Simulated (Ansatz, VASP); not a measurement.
**KC in VASP and in Ansatz**

```
K C
1.0
     4.03286    0.00000    0.00000
     0.00000    4.03286    0.00000
     0.00000    0.00000    6.17967
K C
2 2
Direct
  0.50000 0.50000 0.50000
  0.50000 0.50000 0.00000
  0.00000 0.00000 0.60257
  0.00000 0.00000 0.39743
```

Change from the starting cell: species swapped into the VIr type (Cmmm, No. 65).

Alike in both runs: task relaxation of cell and atoms; functional PBE; k mesh 8 × 8 × 6; occupations gaussian, width 0.02 eV; no spin polarisation.

```csv
,VASP,Ansatz
version,VASP 6.6.1,Ansatz 0.2.0
potentials or method,"VASP PAW PBE potentials, release 64 (K_sv, C), cutoff 600 eV","scalar-relativistic, plane waves, PAW"
valence electrons in the cell,26,26
```

```tsv
	VASP	Ansatz	Ansatz less VASP
gap on the k mesh at the Fermi level, each at its own relaxed structure (eV)	2.48	2.49	+0.008
relaxed volume (Å³/atom)	25.24	25.21	-0.031
relaxed length of the cell vector where the two differ most in proportion (Å)	4.041	4.037	-0.0032
```
